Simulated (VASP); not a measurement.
# BAs (I-4m2) in VASP: further runs

The runs below take BAs through single point, with PBE.

All numbers are computed with VASP 6.6.1; they aren't measurements. Logs are shortened: lines on timing, memory, paths and dates and some standing lists are left out, and cuts for length are marked.

## Step 1: The cell of the first run

Symmetry: I-4m2, No. 119, tetragonal system. The conventional cell has a = 3.672 Å, b = 3.672 Å, c = 4.616 Å, α = 90.00°, β = 90.00°, γ = 90.00°. B (site symmetry -4m2) has 4 As at 2.17 Å within 2.9 Å. As (site symmetry -4m2) has 4 B at 2.17 Å within 2.9 Å.

## Step 2: Single point, PBE (strain +0.080 along x and y, -0.040 along z)

INCAR

```
ALGO     = Normal         # electronic algorithm
EDIFF    = 1E-6           # SCF threshold, eV
ENCUT    = 520            # plane-wave cutoff, eV
GGA      = PE             # functional
ISIF     = 2              # what is computed and relaxed
ISMEAR   = 0              # smearing method
LASPH    = True           # aspherical terms in the spheres
LCHARG   = True           # write CHGCAR
LELF     = True           # ELF
LREAL    = False          # projectors in reciprocal space
LVHAR    = True         
LWAVE    = False          # write WAVECAR
NBANDS   = 11             # bands
NELM     = 60             # most SCF steps
PREC     = Accurate       # precision mode
SIGMA    = 0.05           # smearing width, eV
```

KPOINTS

```
k-points
0
Gamma
  10 10 10
```

POSCAR

```
BAs
1.0
    0.0000000000      2.5967640545      2.3082347151
    2.5967640545      0.0000000000      2.3082347151
    2.5967640545      2.5967640545      0.0000000000
B As
1 1
Direct
    0.0000000000      0.0000000000      0.0000000000
    0.7500000000      0.7500000000      0.7500000000
```

Potentials or basis: VASP PAW PBE potentials, release 64 (B, As).

Run with:

```
cat potpaw_PBE.64/B/POTCAR potpaw_PBE.64/As/POTCAR > POTCAR
mpirun -np 1 vasp_std > vasp.out
```

OUTCAR:

```text
EDIFF = 1E-6
   ENCUT = 520
   GGA = PE
   ISIF = 2
   ISMEAR = 0
   LASPH = True
   LREAL = False
   NELM = 60
   PREC = Accurate

 ion  position               nearest neighbor table
   1  0.000  0.000  0.000-   2 2.17   2 2.17   2 2.17   2 2.17
   2  0.750  0.750  0.750-   1 2.17   1 2.17   1 2.17   1 2.17

  LATTYP: Found a body centered tetragonal cell.
 ALAT       =     3.6723789442
 C/A-ratio  =     1.2570787221

  Lattice vectors:

 A1 = (   0.0000000000,  -2.5967640545,  -2.3082347151)
 A2 = (   0.0000000000,   2.5967640545,  -2.3082347151)
 A3 = (   2.5967640545,   0.0000000000,   2.3082347151)

Analysis of symmetry for initial positions (statically):
=====================================================================
 Subroutine PRICEL returns:
 Original cell was already a primitive cell.

 Routine SETGRP: Setting up the symmetry group for a
 body centered tetragonal supercell.

 Subroutine GETGRP returns: Found  8 space group operations
 (whereof  8 operations were pure point group operations)
 out of a pool of 16 trial point group operations.

The static configuration has the point symmetry D_2d.

Analysis of symmetry for dynamics (positions and initial velocities):
=====================================================================
 Subroutine PRICEL returns:
 Original cell was already a primitive cell.

 Routine SETGRP: Setting up the symmetry group for a
 body centered tetragonal supercell.

 Subroutine GETGRP returns: Found  8 space group operations
 (whereof  8 operations were pure point group operations)
 out of a pool of 16 trial point group operations.

The dynamic configuration has the point symmetry D_2d.

 Subroutine INISYM returns: Found  8 space group operations
 (whereof  8 operations are pure point group operations),
 and found     1 'primitive' translations

----------------------------------------------------------------------------------------

                                     Primitive cell

  volume of cell :      31.1297

  direct lattice vectors                    reciprocal lattice vectors
     0.000000000  2.596764054  2.308234715    -0.192547336  0.192547336  0.216615753
     2.596764054  0.000000000  2.308234715     0.192547336 -0.192547336  0.216615753
     2.596764054  2.596764054  0.000000000     0.192547336  0.192547336 -0.216615753

  length of vectors
     3.474353329  3.474353329  3.672378944     0.347953068  0.347953068  0.347953068

  position of ions in fractional coordinates (direct lattice)
     0.000000000  0.000000000  0.000000000
     0.750000000  0.750000000  0.750000000

  ion indices of the primitive-cell ions
   primitive index   ion index
                 1           1
                 2           2

----------------------------------------------------------------------------------------

 KPOINTS: k-points

Automatic generation of k-mesh.
 Grid dimensions read from file:
 generate k-points for:   10   10   10

 Generating k-lattice:

  Cartesian coordinates                     Fractional coordinates (reciprocal lattice)
    -0.019254734  0.019254734  0.021661575     0.100000000 -0.000000000  0.000000000
     0.019254734 -0.019254734  0.021661575    -0.000000000  0.100000000  0.000000000
     0.019254734  0.019254734 -0.021661575     0.000000000  0.000000000  0.100000000

  Length of vectors
     0.034795307  0.034795307  0.034795307

  Shift w.r.t. Gamma in fractional coordinates (k-lattice)
     0.000000000  0.000000000  0.000000000

 Subroutine IBZKPT returns following result:
 ===========================================

 Found    102 irreducible k-points:

 Following reciprocal coordinates:
            Coordinates               Weight
  0.000000  0.000000  0.000000      1.000000
  0.100000  0.000000  0.000000      8.000000
  0.200000  0.000000  0.000000      8.000000
  0.300000 -0.000000  0.000000      8.000000
  0.400000  0.000000  0.000000      8.000000
  0.500000 -0.000000  0.000000      4.000000
[... 16 lines left out ...]
  0.300000  0.300000  0.000000      2.000000
  0.400000  0.300000  0.000000      8.000000
 [... further k-points ...]
   k-points           NKPTS =    102   k-points in BZ     NKDIM =    102   number of bands    NBANDS=     11
   number of dos      NEDOS =    301   number of ions     NIONS =      2
   total plane-waves  NPLWV =  21952
   dimension x,y,z NGX =    28 NGY =   28 NGZ =   28
   dimension x,y,z NGXF=    56 NGYF=   56 NGZF=   56
   ions per type =               1   1
   NGX,Y,Z   is equivalent  to a cutoff of  13.40, 13.40, 12.68 a.u.
   NGXF,Y,Z  is equivalent  to a cutoff of  26.80, 26.80, 25.35 a.u.
 SYSTEM =  unknown system
   PREC   = accura    normal or accurate (medium, high low for compatibility)
   ISTART =      0    job   : 0-new  1-cont  2-samecut
   ICHARG =      2    charge: 1-file 2-atom 10-const
   ISPIN  =      1    spin polarized calculation?
   LNONCOLLINEAR =      F non collinear calculations
   LSORBIT =      F    spin-orbit coupling
   LASPH  =      T    aspherical Exc in radial PAW
   ENCUT  =  520.0 eV  38.22 Ry    6.18 a.u.   6.46  6.46  6.83*2*pi/ulx,y,z
   NELM   =     60;   NELMIN=  2; NELMDL= -5     # of ELM steps
   EDIFF  = 0.1E-05   stopping-criterion for ELM
   LREAL  =      F    real-space projection
   EDIFFG = 0.1E-04   stopping-criterion for IOM
   NSW    =      0    number of steps for IOM
   IBRION =     -1    ionic relax: 0-MD 1-quasi-New 2-CG
   NFREE  =      0    steps in history (QN), initial steepest desc. (CG)
   ISIF   =      2    stress and relaxation
   ISYM   =      2    0-nonsym 1-usesym 2-fastsym
   POTIM  = 0.5000    time-step for ionic-motion
   TEBEG  =    0.0;   TEEND  =   0.0 temperature during run
   PSTRESS=    0.0 pullay stress
   NELECT =       8.0000    total number of electrons
   NUPDOWN=      -1.0000    fix difference up-down
   EMIN   =  10.00;   EMAX   =-10.00  energy-range for DOS
   EFERMI =   0.00;   METHOD = LEGACY
   ISMEAR =     0;   SIGMA  =   0.05  broadening in eV -4-tet -1-fermi 0-gaus
   EFERMI_NEDOS =   21; number of points for ismear=-14 and -15
   IALGO  =     38    algorithm
   IMIX   =      4    mixing-type and parameters
     AMIX     =   0.40;   BMIX     =  1.00
     AMIX_MAG =   1.60;   BMIX_MAG =  1.00
  volume/ion in A,a.u.               =      15.56       105.04
  Fermi-wavevector in a.u.,A,eV,Ry     =   1.040830  1.966884 14.739563  1.083327
  Thomas-Fermi vector in A             =   2.175424
   LORBIT       =      0    0 simple, 1 ext, 2 COOP (PROOUT), +10 PAW based schemes
   GGA     = PE    functional components
   LHFCALC =     F    Hartree Fock is set to
   AEXX    =    0.0000 exact exchange contribution
   IVDW    =     0    specifies the selected vdW correction
   LEPSILON=     F    determine dielectric tensor
   LRPA    =     F    only Hartree local field effects (RPA)
 non-spin polarized calculation
 Gauss-broadening in eV      SIGMA  =   0.05
  energy-cutoff  :      520.00
  volume of cell :       31.13
 maximum number of plane-waves:       861
 NGX is ok and might be reduce to    28
   NGX = 13   NGY = 13   NGZ = 13

 number of electron       8.0000001 magnetization

 Free energy of the ion-electron system (eV)
  ---------------------------------------------------
  ext. energy  EPLUGINS =         0.00000000
  ---------------------------------------------------
  free energy    TOTEN  =       -11.14526072 eV

  energy without entropy =      -11.14520430  energy(sigma->0) =      -11.14523251

 E-fermi :   5.1561     XC(G=0): -10.0346

 val. band max:        5.1561037845   @ k =   0.4000   0.4000   0.0000
 cond. band min:       5.3615049599   @ k =   0.0000   0.0000   0.0000
 fundamental gap:      0.2054011754
 Fermi energy:         5.1561037857

 k-point     1 :       0.0000    0.0000    0.0000
  band No.  band energies     occupation
      1      -9.5018      2.00000
      2       4.4410      2.00000
      3       4.4410      2.00000
      4       5.3615      0.00000
      5       7.4464      0.00000
      6       7.6844      0.00000
      7       8.1951      0.00000
      8       8.1951      0.00000
      9      13.7869      0.00000
     10      15.7912      0.00000
     11      17.5931      0.00000

 k-point     2 :       0.1000    0.0000    0.0000
  band No.  band energies     occupation
      1      -9.3563      2.00000
      2       3.3402      2.00000
      3       4.1630      2.00000
      4       4.8959      2.00000
      5       7.4019      0.00000
      6       8.1152      0.00000
      7       8.4907      0.00000
      8       9.1785      0.00000
      9      14.3410      0.00000
     10      15.2378      0.00000
     11      16.3740      0.00000

 k-point     3 :       0.2000    0.0000    0.0000
  band No.  band energies     occupation
      1      -8.9294      2.00000
      2       1.2549      2.00000
      3       3.5989      2.00000
      4       4.4088      2.00000
      5       7.0611      0.00000
      6       8.8265      0.00000
      7       8.9639      0.00000
      8      10.9387      0.00000
      9      14.9511      0.00000
     10      15.0591      0.00000
     11      16.3063      0.00000

 k-point     4 :       0.3000   -0.0000    0.0000
  band No.  band energies     occupation
      1      -8.2619      2.00000
      2      -0.7717      2.00000
      3       3.0732      2.00000
      4       4.0216      2.00000
      5       6.6833      0.00000
      6       9.1233      0.00000
      7       9.5263      0.00000
      8      12.4538      0.00000
      9      14.9612      0.00000
     10      15.9353      0.00000
     11      16.9047      0.00000
[... 239 lines left out ...]
 k-point    22 :      -0.2000    0.2000    0.0000
  band No.  band energies     occupation
      1      -8.1224      2.00000
      2      -0.1758      2.00000
      3       1.7470      2.00000
      4       3.0326      2.00000
      5       7.4586      0.00000
      6       9.7341      0.00000
      7      10.8109      0.00000
      8      11.1551      0.00000
      9      14.1142      0.00000
     10      15.8090      0.00000
     11      17.0833      0.00000

 k-point    23 :       0.3000    0.3000    0.0000
  band No.  band energies     occupation
      1      -7.5825      2.00000
      2       0.2455      2.00000
      3       1.4897      2.00000
      4       1.4897      2.00000
      5       5.3691      0.00000
      6       8.1926      0.00000
      7      12.3659      0.00000
      8      12.3659      0.00000
      9      15.3248      0.00000
     10      18.1280      0.00000
     11      19.1691      0.00000

 k-point    24 :       0.4000    0.3000    0.0000
  band No.  band energies     occupation
      1      -6.9072      2.00000
      2      -1.0024      2.00000
      3       1.0765      2.00000
      4       1.1773      2.00000
      5       5.6149      0.00000
      6       7.6456      0.00000
      7      12.7555      0.00000
      8      12.8565      0.00000
      9      16.1944      0.00000
     10      19.2082      0.00000
     11      19.5657      0.00000

 [... further k-points ...]
[... 5 lines left out ...]
  --------------------------------------------------------------------------------------
  -------------------------------------------------------------------------------------
  Total       -3.3509379     -3.3509379      0.0732842      0.0000000     -0.0000000      0.0000000
  in kB     -172.4654154   -172.4654154      3.7717792      0.0000000     -0.0000000      0.0000000
  external PRESSURE =    -113.7196838 kB  Pullay stress =       0.0000000 kB

 VOLUME and BASIS-vectors are now :
 -----------------------------------------------------------------------------
  energy-cutoff  :      520.00
  volume of cell :       31.13
      direct lattice vectors                 reciprocal lattice vectors
     0.000000000  2.596764054  2.308234715    -0.192547336  0.192547336  0.216615753
     2.596764054  0.000000000  2.308234715     0.192547336 -0.192547336  0.216615753
     2.596764054  2.596764054  0.000000000     0.192547336  0.192547336 -0.216615753

 POSITION                                       TOTAL-FORCE (eV/Angst)
 -----------------------------------------------------------------------------------
      0.00000      0.00000      0.00000        -0.000000     -0.000000     -0.000000
      3.89515      3.89515      3.46235         0.000000      0.000000      0.000000
 -----------------------------------------------------------------------------------
    total drift:                               -0.000000     -0.000000      0.000000

  FREE ENERGIE OF THE ION-ELECTRON SYSTEM (eV)
  ---------------------------------------------------
  free  energy   TOTEN  =       -11.1452607205 eV

  energy  without entropy=      -11.1452043015  energy(sigma->0) =      -11.14523251
```

Run time: 22 s. Hardware: 1 thread of Intel Xeon Platinum 8488C (Sapphire Rapids), shared host; peak memory 0.18 GiB.

What came out:

```yaml
Free_energy: -11.1453 eV
Pressure: -11.4 GPa
Band_gap_on_the_k_mesh: zero (band 4 reaches 5.36 eV, above the bottom of band 5 at 5.16 eV)
```

Levels at points of the mesh, in eV from the Fermi level:
```csv
k point,band 2,band 3,band 4,band 5,band 6,band 7
"(0.00, 0.00, 0.00)",-0.72,-0.72,0.21,2.29,2.53,3.04
"(0.50, 0.00, 0.00)",-8.27,-2.55,-1.46,1.17,3.84,4.91
"(0.50, 0.50, 0.00)",-7.65,-4.56,-4.56,0.37,0.38,9.78
"(0.50, 0.00, 0.50)",-8.49,-3.65,-3.49,1.59,1.63,8.76
```

Caveat: the cell differs from its parent crystal (strain +0.080 along x and y, -0.040 along z).

[end of part 1 of 2]
